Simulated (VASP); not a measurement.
Ti, 1 atom in the cell. Symmetry: Im-3m, No. 229, cubic system. The conventional cell has a = 3.168 Å, b = 3.168 Å, c = 3.168 Å, α = 90.00°, β = 90.00°, γ = 90.00°. Within 3.6 Å of Ti (site symmetry m-3m) lie 14 Ti at 2.74 to 3.17 Å. 

| Property | Result |
| --- | --- |
| Program | VASP 6.6.1 |
| Task | single point |
| Functional | LDA |
| Potentials or basis | VASP PAW LDA potentials, release 64 (Ti_sv) |
| Cutoff | 520 eV |
| k mesh | 9 × 9 × 9 |
| Occupations | fermi-dirac, width 0.1 eV |
| Spin | no spin polarisation |
| Dipole correction | no |
| Further INCAR settings | ALGO = Normal; EDIFF = 1e-06; NBANDS = 12 |

Potentials or basis: VASP PAW LDA potentials, release 64 (Ti_sv).

Command:

```sh
$ cat potpaw_LDA.64/Ti_sv/POTCAR > POTCAR
$ mpirun -np 1 vasp_std > vasp.out
```

Hardware: 1 thread of Intel Xeon 8259CL, with other jobs on the host.

Task: How long does it take, and how much memory?

Result: Run time: 10 s on 1 thread of Intel Xeon 8259CL, with other jobs on the host, peak memory 0.12 GiB. Counts: scf iterations 12, k points 35.
